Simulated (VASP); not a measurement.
Crystal: Ir2Pt.

```
Ir Pt
1.0
     4.45581    0.00000    0.00000
    -2.22791    3.85885    0.00000
     0.00000    0.00000    2.65727
Ir Pt
2 1
Direct
  0.33333 0.66667 0.50000
  0.66667 0.33333 0.50000
  0.00000 0.00000 0.00000
```

The cell was built from a structure type or drawn by symmetry, and may not be a known phase.

- Program: VASP 6.6.1
- Task: relaxation of cell and atoms
- Functional: PBE
- Potentials or basis: VASP PAW PBE potentials, release 64 (Ir, Pt)
- Cutoff: 500 eV
- k mesh: 6 × 6 × 6
- Occupations: gaussian, width 0.1 eV
- Spin: no spin polarisation

At the start: pressure 2.0 GPa; volume 15.23 Å³/atom.

Task: How do energy, volume and symmetry change on relaxing?

Result: Over 5 steps the energy falls by 27.0 meV/atom and the volume is 15.37 Å³/atom (+0.9 %); space group P6/mmm (No. 191, to 0.1 Å) before and after.

The path:
```
step  energy change (eV)  largest force (eV/Å)  pressure (GPa)  volume (Å³)
   1              0.0000                0.0000            2.00        45.69
   2             -0.0580                0.0000           -3.51        46.86
   3             -0.0783                0.0000           -2.23        46.45
   4             -0.0614                0.0000            6.23        45.21
   5             -0.0811                0.0000           -0.03        46.11
```

Final structure:
```
Ir Pt
1.0
     4.39303    0.00000    0.00000
    -2.19652    3.80448    0.00000
     0.00000    0.00000    2.75880
Ir Pt
2 1
Direct
  0.33333 0.66667 0.50000
  0.66667 0.33333 0.50000
  0.00000 0.00000 0.00000
```

Caveat: the k points lie up to 0.38 Å⁻¹ apart in the final cell, too coarse for converged energies and pressures of a metal.
